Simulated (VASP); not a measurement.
# SrCl2 (Fm-3m) in VASP: notebook

Runs on SrCl2. Level: PBE. Tasks: relaxation of cell and atoms.

All numbers are computed with VASP 6.6.1; they aren't measurements. Logs are shortened: lines on timing, memory, paths and dates and some standing lists are left out, and cuts for length are marked.

**1. The cell of the first run**

It takes space group Fm-3m (No. 225, cubic). Conventional cell: a = 6.980 Å, b = 6.980 Å, c = 6.980 Å, α = 90.00°, β = 90.00°, γ = 90.00°. Within 4.0 Å of Sr (site symmetry m-3m) lie 8 Cl at 3.02 Å. Within 4.0 Å of Cl (site symmetry -43m) lie 4 Sr at 3.02 Å and 6 Cl at 3.49 Å.

**2. Relaxation of cell and atoms, PBE**

The input, INCAR:

```
ALGO     = Normal         # electronic algorithm
EDIFF    = 1E-7           # SCF threshold, eV
EDIFFG   = -0.01          # ionic threshold
ENCUT    = 500            # plane-wave cutoff, eV
GGA      = PE             # functional
GGA_COMPAT= F            
IBRION   = 2              # ionic algorithm
ISIF     = 3              # what is computed and relaxed
ISMEAR   = 0              # smearing method
LASPH    = T              # aspherical terms in the spheres
LCHARG   = F              # write CHGCAR
LREAL    = F              # projectors in reciprocal space
LWAVE    = F              # write WAVECAR
NELM     = 120            # most SCF steps
NELMIN   = 4            
NSW      = 60             # ionic steps
PREC     = Accurate       # precision mode
SIGMA    = 0.01           # smearing width, eV
```

The input, KPOINTS:

```
k-points
0
Gamma
  6 6 6
```

The input, POSCAR:

```
SrCl2
1.0
    0.0000000000      3.4900000000      3.4900000000
    3.4900000000      0.0000000000      3.4900000000
    3.4900000000      3.4900000000      0.0000000000
Sr Cl
1 2
Direct
    0.0000000000      0.0000000000      0.0000000000
    0.2500000000      0.2500000000      0.2500000000
    0.7500000000      0.7500000000      0.7500000000
```

Potentials or basis: VASP PAW PBE potentials, release 64 (Sr_sv, Cl).

Command:

```
cat potpaw_PBE.64/Sr_sv/POTCAR potpaw_PBE.64/Cl/POTCAR > POTCAR
mpirun -np 1 vasp_std > vasp.out
```

OUTCAR:

```text
EDIFF = 1E-7
   EDIFFG = -0.01
   ENCUT = 500
   GGA = PE
   IBRION = 2
   ISIF = 3
   ISMEAR = 0
   LASPH = T
   LREAL = F
   NELM = 120
   NELMIN = 4
   NSW = 60
   PREC = Accurate

 ion  position               nearest neighbor table
   1  0.000  0.000  0.000-   3 3.02   3 3.02   3 3.02   2 3.02   3 3.02   2 3.02   2 3.02   2 3.02

   2  0.250  0.250  0.250-   1 3.02   1 3.02   1 3.02   1 3.02
   3  0.750  0.750  0.750-   1 3.02   1 3.02   1 3.02   1 3.02

  LATTYP: Found a face centered cubic cell.
 ALAT       =     6.9800000000

  Lattice vectors:

 A1 = (   0.0000000000,   3.4900000000,   3.4900000000)
 A2 = (   3.4900000000,   0.0000000000,   3.4900000000)
 A3 = (   3.4900000000,   3.4900000000,   0.0000000000)

Analysis of symmetry for initial positions (statically):
=====================================================================
 Subroutine PRICEL returns:
 Original cell was already a primitive cell.

 Routine SETGRP: Setting up the symmetry group for a
 face centered cubic supercell.

 Subroutine GETGRP returns: Found 48 space group operations
 (whereof 48 operations were pure point group operations)
 out of a pool of 48 trial point group operations.

The static configuration has the point symmetry O_h .

Analysis of symmetry for dynamics (positions and initial velocities):
=====================================================================
 Subroutine PRICEL returns:
 Original cell was already a primitive cell.

 Routine SETGRP: Setting up the symmetry group for a
 face centered cubic supercell.

 Subroutine GETGRP returns: Found 48 space group operations
 (whereof 48 operations were pure point group operations)
 out of a pool of 48 trial point group operations.

The dynamic configuration has the point symmetry O_h .

 Subroutine INISYM returns: Found 48 space group operations
 (whereof 48 operations are pure point group operations),
 and found     1 'primitive' translations

----------------------------------------------------------------------------------------

                                     Primitive cell

  volume of cell :      85.0171

  direct lattice vectors                    reciprocal lattice vectors
     0.000000000  3.490000000  3.490000000    -0.143266476  0.143266476  0.143266476
     3.490000000  0.000000000  3.490000000     0.143266476 -0.143266476  0.143266476
[... 66 lines left out ...]
   NGX,Y,Z   is equivalent  to a cutoff of  12.13, 12.13, 12.13 a.u.
   NGXF,Y,Z  is equivalent  to a cutoff of  24.25, 24.25, 24.25 a.u.
 SYSTEM =  unknown system
   PREC   = accura    normal or accurate (medium, high low for compatibility)
   ISTART =      0    job   : 0-new  1-cont  2-samecut
   ICHARG =      2    charge: 1-file 2-atom 10-const
   ISPIN  =      1    spin polarized calculation?
   LNONCOLLINEAR =      F non collinear calculations
   LSORBIT =      F    spin-orbit coupling
   LASPH  =      T    aspherical Exc in radial PAW
   ENCUT  =  500.0 eV  36.75 Ry    6.06 a.u.   9.00  9.00  9.00*2*pi/ulx,y,z
   NELM   =    120;   NELMIN=  4; NELMDL= -5     # of ELM steps
   EDIFF  = 0.1E-06   stopping-criterion for ELM
   LREAL  =      F    real-space projection
   EDIFFG = -.1E-01   stopping-criterion for IOM
   NSW    =     60    number of steps for IOM
   IBRION =      2    ionic relax: 0-MD 1-quasi-New 2-CG
   NFREE  =      1    steps in history (QN), initial steepest desc. (CG)
   ISIF   =      3    stress and relaxation
   ISYM   =      2    0-nonsym 1-usesym 2-fastsym
   POTIM  = 0.5000    time-step for ionic-motion
   TEBEG  =    0.0;   TEEND  =   0.0 temperature during run
   PSTRESS=    0.0 pullay stress
   NELECT =      24.0000    total number of electrons
   NUPDOWN=      -1.0000    fix difference up-down
   EMIN   =  10.00;   EMAX   =-10.00  energy-range for DOS
   EFERMI =   0.00;   METHOD = LEGACY
   ISMEAR =     0;   SIGMA  =   0.01  broadening in eV -4-tet -1-fermi 0-gaus
   EFERMI_NEDOS =   21; number of points for ismear=-14 and -15
   IALGO  =     38    algorithm
   IMIX   =      4    mixing-type and parameters
     AMIX     =   0.40;   BMIX     =  1.00
     AMIX_MAG =   1.60;   BMIX_MAG =  1.00
  volume/ion in A,a.u.               =      28.34       191.24
  Fermi-wavevector in a.u.,A,eV,Ry     =   1.073931  2.029436 15.691985  1.153328
  Thomas-Fermi vector in A             =   2.209745
   LORBIT       =      0    0 simple, 1 ext, 2 COOP (PROOUT), +10 PAW based schemes
   GGA     = PE    functional components
   LHFCALC =     F    Hartree Fock is set to
   AEXX    =    0.0000 exact exchange contribution
   IVDW    =     0    specifies the selected vdW correction
   LEPSILON=     F    determine dielectric tensor
   LRPA    =     F    only Hartree local field effects (RPA)
 conjugate gradient relaxation of ions
 non-spin polarized calculation
 Gauss-broadening in eV      SIGMA  =   0.01
  energy-cutoff  :      500.00
  volume of cell :       85.02
 maximum number of plane-waves:      2176
   NGX = 17   NGY = 17   NGZ = 17

--------------------------------------- Ionic step        1  -------------------------------------------

 number of electron      24.0000003 magnetization

 Free energy of the ion-electron system (eV)
  ---------------------------------------------------
  ext. energy  EPLUGINS =         0.00000000
  ---------------------------------------------------
  free energy    TOTEN  =       -12.78283435 eV

  energy without entropy =      -12.78283435  energy(sigma->0) =      -12.78283435

------------------------ aborting loop because EDIFF is reached ----------------------------------------

  FORCE on cell =-STRESS in cart. coord.  units (eV):
  Direction    XX          YY          ZZ          XY          YZ          ZX
  --------------------------------------------------------------------------------------
  -------------------------------------------------------------------------------------
  Total        0.5321561      0.5321561      0.5321561      0.0000000      0.0000000     -0.0000000
  in kB       10.0286708     10.0286708     10.0286708      0.0000000      0.0000000     -0.0000000
  external PRESSURE =      10.0286708 kB  Pullay stress =       0.0000000 kB
[... 61 lines left out ...]
--------------------------------------- Ionic step        3  -------------------------------------------

 number of electron      24.0000002 magnetization

 Free energy of the ion-electron system (eV)
  ---------------------------------------------------
  ext. energy  EPLUGINS =         0.00000000
  ---------------------------------------------------
  free energy    TOTEN  =       -12.79013150 eV

  energy without entropy =      -12.79013150  energy(sigma->0) =      -12.79013150

 E-fermi :   0.0074     XC(G=0):  -8.1583

 val. band max:       -0.0347827534   @ k =   0.5000   0.5000   0.0000
 cond. band min:       5.1907296978   @ k =   0.0000   0.0000   0.0000
 fundamental gap:      5.2255124512
 Fermi energy:         0.0073917623

 k-point     1 :       0.0000    0.0000    0.0000
  band No.  band energies     occupation
      1     -33.0194      2.00000
      2     -14.9985      2.00000
      3     -14.9985      2.00000
      4     -14.9985      2.00000
      5     -13.2520      2.00000
      6     -12.4600      2.00000
[... 323 lines left out ...]
  FREE ENERGIE OF THE ION-ELECTRON SYSTEM (eV)
  ---------------------------------------------------
  free  energy   TOTEN  =       -12.7901315046 eV

  energy  without entropy=      -12.7901315046  energy(sigma->0) =      -12.79013150

 reached required accuracy - stopping structural energy minimisation
```

CONTCAR:

```text
SrCl2
   1.00000000000000
     0.0000000000000000    3.5223727327279883    3.5223727327279883
     3.5223727327279883    0.0000000000000000    3.5223727327279883
     3.5223727327279883    3.5223727327279883   -0.0000000000000000
  Sr              Cl
     1     2
Direct
     0.0000000000000000    0.0000000000000000    0.0000000000000000
     0.2500000000000000    0.2500000000000000    0.2500000000000000
     0.7500000000000000    0.7500000000000000    0.7500000000000000

  0.00000000E+00  0.00000000E+00  0.00000000E+00
  0.00000000E+00  0.00000000E+00  0.00000000E+00
  0.00000000E+00  0.00000000E+00  0.00000000E+00
```

Run time: 32 s. Hardware: 1 thread of Intel Xeon Platinum 8488C (Sapphire Rapids), shared host; peak memory 0.22 GiB.

What came out:

- Free energy: -12.7901 eV
- Relaxed volume: 29.13 Å³/atom
- Relaxed cell: a = 4.981 Å, b = 4.981 Å, c = 4.981 Å, α = 60.00°, β = 60.00°, γ = 60.00°
- Space group after relaxing (to 0.1 Å): Fm-3m (No. 225)
- Energy gained by relaxing: 2.4 meV/atom
- Ionic steps: 3
- Pressure after relaxing: 0.0 GPa
- Band gap on the k mesh: 5.23 eV (least direct gap 5.52 eV)

Step by step:
```csv
step,energy change (eV),largest force (eV/Å),pressure (GPa),volume (Å³)
1,0.0000,0.0000,1.00,85.02
2,-0.0073,0.0000,0.07,87.22
3,-0.0073,0.0000,0.00,87.40
```

Final structure:
```
CELL_PARAMETERS angstrom
0.00000 3.52237 3.52237
3.52237 0.00000 3.52237
3.52237 3.52237 0.00000
ATOMIC_POSITIONS crystal
Sr 0.00000 0.00000 0.00000
Cl 0.25000 0.25000 0.25000
Cl 0.75000 0.75000 0.75000
```

**3. Relaxation of cell and atoms, PBE, target pressure 15 GPa, at which the enthalpy is minimised**

The input, INCAR:

```
PREC = Accurate ; ENCUT = 500
EDIFF = 1E-7 ; ISMEAR = 0
SIGMA = 0.01 ; LREAL = False
LASPH = True ; NELM = 120
ALGO = Normal ; ISIF = 3
LWAVE = False ; LCHARG = False
GGA = PE ; IBRION = 2
NSW = 60 ; EDIFFG = -0.01
PSTRESS = 150.0 ; GGA_COMPAT = False
NELMIN = 4
```

The input, KPOINTS:

```
Automatic mesh
0
Gamma
  6 6 6
```

POSCAR is that of step 2.

Potentials or basis: VASP PAW PBE potentials, release 64 (Sr_sv, Cl).

Command:

```
cat potpaw_PBE.64/Sr_sv/POTCAR potpaw_PBE.64/Cl/POTCAR > POTCAR
mpirun -np 1 vasp_std > vasp.out
```

It took 46 s on 1 thread of Intel Xeon Platinum 8488C (Sapphire Rapids), shared host; peak memory 0.22 GiB.

Results (log left out):

```
Free energy                                                : -12.0649 eV
Relaxed volume                                             : 22.66 Å³/atom
Relaxed cell                                               : a = 4.581 Å, b = 4.581 Å, c = 4.581 Å, α = 60.00°, β = 60.00°, γ = 60.00°
Space group after relaxing (to 0.1 Å)                      : Fm-3m (No. 225)
Energy change on relaxing (the run minimises the enthalpy) : +239.3 meV/atom
Ionic steps                                                : 4
Pressure after relaxing                                    : 15.0 GPa
Band gap on the k mesh                                     : 5.29 eV
```

Step by step:
```tsv
step	energy change (eV)	largest force (eV/Å)	pressure (GPa)	volume (Å³)
1	0.0000	0.0000	1.00	85.02
2	2.1846	0.0000	34.54	58.05
3	0.6893	0.0000	14.61	68.29
4	0.7180	0.0000	15.03	67.98
```

Final structure:
```
CELL_PARAMETERS angstrom
0.00000 3.23929 3.23929
3.23929 0.00000 3.23929
3.23929 3.23929 0.00000
ATOMIC_POSITIONS crystal
Sr 0.00000 0.00000 0.00000
Cl 0.25000 0.25000 0.25000
Cl 0.75000 0.75000 0.75000
```

Levels at points of the mesh, in eV from the valence-band top:
| k point | band 9 | band 10 | band 11 | band 12 | band 13 | band 14 | band 15 | band 16 |
| --- | --- | --- | --- | --- | --- | --- | --- | --- |
| (0.00, 0.00, 0.00) | -3.04 | -0.43 | -0.43 | -0.43 | 5.84 | 5.84 | 6.23 | 9.38 |
| (0.50, 0.00, 0.00) | -1.93 | -1.76 | -1.36 | -1.36 | 6.76 | 6.76 | 8.07 | 8.22 |
| (0.50, 0.50, 0.00) | -2.42 | -0.62 | -0.62 | 0.00 | 5.29 | 7.61 | 8.06 | 8.58 |

Caveat: the cell is relaxed towards a set pressure, so the run minimises the enthalpy, not the energy; the volume moved by over 15 % at a fixed basis, so the end points are rough. A k mesh can miss the band edges.

**4. Relaxation of cell and atoms, PBE, target pressure 30 GPa, at which the enthalpy is minimised**

The input, INCAR:

```
ALGO     = Normal         # electronic algorithm
EDIFF    = 1E-7           # SCF threshold, eV
EDIFFG   = -0.01          # ionic threshold
ENCUT    = 500            # plane-wave cutoff, eV
GGA      = PE             # functional
GGA_COMPAT= False        
IBRION   = 2              # ionic algorithm
ISIF     = 3              # what is computed and relaxed
ISMEAR   = 0              # smearing method
LASPH    = True           # aspherical terms in the spheres
LCHARG   = False          # write CHGCAR
LREAL    = False          # projectors in reciprocal space
LWAVE    = False          # write WAVECAR
NELM     = 120            # most SCF steps
NELMIN   = 4            
NSW      = 60             # ionic steps
PREC     = Accurate       # precision mode
PSTRESS  = 300.0        
SIGMA    = 0.01           # smearing width, eV
```

The input, KPOINTS:

```
k-points
0
Gamma
  6 6 6
```

POSCAR is that of step 3.

Command:

```
cat potpaw_PBE.64/Sr_sv/POTCAR potpaw_PBE.64/Cl/POTCAR > POTCAR
mpirun -np 1 vasp_std > vasp.out
```

Wall time 58 s (1 thread of Intel Xeon Platinum 8488C (Sapphire Rapids), shared host); peak memory 0.22 GiB.

It converged, with:

| Property | Result |
| --- | --- |
| Free energy | -10.9504 eV |
| Relaxed volume | 19.93 Å³/atom |
| Relaxed cell | a = 4.389 Å, b = 4.389 Å, c = 4.389 Å, α = 60.00°, β = 60.00°, γ = 60.00° |
| Space group after relaxing (to 0.1 Å) | Fm-3m (No. 225) |
| Energy change on relaxing (the run minimises the enthalpy) | +610.8 meV/atom |
| Ionic steps | 5 |
| Pressure after relaxing | 30.0 GPa |
| Band gap on the k mesh | 5.05 eV |

The path:
```
step  energy change (eV)  largest force (eV/Å)  pressure (GPa)  volume (Å³)
   1              0.0000                0.0000            1.00        85.02
   2             14.7174                0.0000          196.60        36.24
   3              1.3258                0.0000           23.42        62.85
   4              1.6444                0.0000           27.61        60.84
   5              1.8325                0.0000           30.04        59.80
```

Final structure:
```
Sr Cl
1.0
     0.00000    3.10373    3.10373
     3.10373    0.00000    3.10373
     3.10373    3.10373    0.00000
Sr Cl
1 2
Direct
  0.00000 0.00000 0.00000
  0.25000 0.25000 0.25000
  0.75000 0.75000 0.75000
```

Levels at points of the mesh, in eV from the valence-band top:
```tsv
k point	band 10	band 11	band 12	band 13	band 14	band 15
(0.00, 0.00, 0.00)	-0.50	-0.50	-0.50	5.50	5.50	6.74
(0.50, 0.00, 0.00)	-2.04	-1.54	-1.54	6.64	6.64	8.07
(0.50, 0.50, 0.00)	-0.79	-0.79	0.00	5.05	7.90	8.21
```

Caveat: the cell is relaxed towards a set pressure, so the run minimises the enthalpy, not the energy; the volume moved by over 15 % at a fixed basis, so the end points are rough. A k mesh can miss the band edges.

**5. Relaxation of cell and atoms, PBE, target pressure 45 GPa, at which the enthalpy is minimised**

The input, INCAR:

```
SYSTEM = SrCl2
PREC = Accurate ; ENCUT = 500
EDIFF = 1E-7 ; ISMEAR = 0
SIGMA = 0.01 ; LREAL = .FALSE.
LASPH = .TRUE. ; NELM = 120
ALGO = Normal ; ISIF = 3
LWAVE = .FALSE. ; LCHARG = .FALSE.
GGA = PE ; IBRION = 2
NSW = 60 ; EDIFFG = -0.01
PSTRESS = 450.0 ; GGA_COMPAT = .FALSE.
NELMIN = 4
```

The input, KPOINTS:

```
regular mesh
0
G
  6 6 6
  0 0 0
```

POSCAR is that of step 4.

Command:

```
cat potpaw_PBE.64/Sr_sv/POTCAR potpaw_PBE.64/Cl/POTCAR > POTCAR
mpirun -np 1 vasp_std > vasp.out
```

It took 2.3 min on 1 thread of Intel Xeon Platinum 8488C (Sapphire Rapids), shared host; peak memory 0.24 GiB.

Results (log left out):

```yaml
Free_energy: -9.7613 eV
Relaxed_volume: 18.22 Å³/atom
Relaxed_cell: a = 4.260 Å, b = 4.260 Å, c = 4.260 Å, α = 60.00°, β = 60.00°, γ = 60.00°
Space_group_after_relaxing_to_0.1_Å: Fm-3m (No. 225)
Energy_change_on_relaxing_the_run_minimises_the_enthalpy: +1007.2 meV/atom
Ionic_steps: 18
Pressure_after_relaxing: 45.1 GPa
Band_gap_on_the_k_mesh: 4.85 eV
```

The path:
```csv
step,energy change (eV),largest force (eV/Å),pressure (GPa),volume (Å³)
1,0.0000,0.0000,1.00,85.02
2,57.9712,0.0000,900.71,20.71
3,1.1761,0.0000,21.42,63.92
4,1.9224,0.0000,31.20,59.33
5,3.1015,0.0000,46.09,54.38
6,2.9533,0.0000,44.23,54.91
7,2.9552,0.0000,44.26,54.90
8,2.9609,0.0000,44.33,54.88
9,2.9610,0.0000,44.33,54.88
10,2.9611,0.0000,44.33,54.88
11,2.9613,0.0000,44.33,54.88
12,2.9618,0.0000,44.34,54.87
13,2.9627,0.0000,44.35,54.87
14,2.9646,0.0000,44.37,54.86
15,2.9684,0.0000,44.42,54.85
16,2.9759,0.0000,44.52,54.82
17,2.9911,0.0000,44.70,54.77
18,3.0215,0.0000,45.09,54.66
```

Final structure:
```
Sr Cl
1.0
     0.00000    3.01219    3.01219
     3.01219    0.00000    3.01219
     3.01219    3.01219    0.00000
Sr Cl
1 2
Direct
  0.00000 0.00000 0.00000
  0.25000 0.25000 0.25000
  0.75000 0.75000 0.75000
```

Levels at points of the mesh, in eV from the valence-band top:
```tsv
k point	band 10	band 11	band 12	band 13	band 14	band 15
(0.00, 0.00, 0.00)	-0.55	-0.55	-0.55	5.18	5.18	7.09
(0.50, 0.00, 0.00)	-2.25	-1.67	-1.67	6.49	6.49	8.02
(0.50, 0.50, 0.00)	-0.94	-0.94	0.00	4.85	8.10	8.26
```

Caveat: the cell is relaxed towards a set pressure, so the run minimises the enthalpy, not the energy; the volume moved by over 15 % at a fixed basis, so the end points are rough.

**6. The runs side by side**

```tsv
cell	gap on the mesh (eV)	pressure (GPa)
relaxed	5.23	0.0
relaxed to 15 GPa	5.29	15.0
relaxed to 30 GPa	5.05	30.0
relaxed to 45 GPa	4.85	45.1
```

Alike in all rows: task relaxation of cell and atoms; level PBE; potentials or basis VASP PAW PBE potentials, release 64 (Sr_sv, Cl); no spin polarisation; k mesh 6 × 6 × 6; cutoff (eV) 500; smearing gaussian 0.01 eV.

Caveats: the cell is relaxed towards a set pressure, so the run minimises the enthalpy, not the energy (at least some runs); the volume moved by over 15 % at a fixed basis, so the end points are rough (at least some runs).

Absolute energies hang on the potentials; compare differences alone.
